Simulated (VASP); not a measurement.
KNaF2: single point with PBE

KNaF2:

```xyz
4
Lattice="1.8008 1.0397 5.9635 -1.8008 1.0397 5.9635 0.0000 -2.0794 5.9635" Properties=species:S:1:pos:R:3 pbc="T T T"
Na    1.8008    1.0397    5.9635
K     0.0000    0.0000    8.9453
F     0.0000    0.0000    4.6517
F     0.0000    0.0000   13.2388
```

This cell differs from its parent crystal: volume changed by +3%.

```
Program                : VASP 6.6.1
Task                   : single point
Functional             : PBE
Potentials or basis    : VASP PAW PBE potentials, release 64 (Na_pv, K_sv, F)
Cutoff                 : 520 eV
k mesh                 : 8 × 8 × 8
Occupations            : gaussian, width 0.01 eV
Spin                   : no spin polarisation
Dipole correction      : no
Further INCAR settings : ALGO = Normal; EDIFF = 1e-06; NBANDS = 23
```

- Pressure: -1.0 GPa
- Largest force: 0.014 eV/Å
- Band gap on the k mesh: 5.78 eV, direct

Forces in eV/Å, atoms in the order of the input:
```
Na   0.000  0.000  0.000
K    0.000  0.000  0.000
F    0.000  0.000 -0.014
F    0.000  0.000  0.014
```

Levels at points of the mesh, in eV from the valence-band top:
```csv
k point,band 13,band 14,band 15,band 16,band 17,band 18
"(0.00, 0.00, 0.00)",-0.04,-0.04,0.00,5.78,9.03,10.07
"(0.50, 0.00, 0.00)",-0.40,-0.14,-0.14,8.53,9.78,10.31
"(0.50, 0.50, 0.00)",-0.28,-0.26,-0.20,8.43,10.28,10.46
"(0.50, 0.50, 0.50)",-0.17,-0.17,-0.17,7.20,7.42,9.69
```

It took 3.9 min on 1 thread of Intel(R) Xeon(R) Platinum 8559C (Emerald Rapids), with other jobs on the host, peak memory 0.36 GiB.

 A k mesh can miss the band edges.
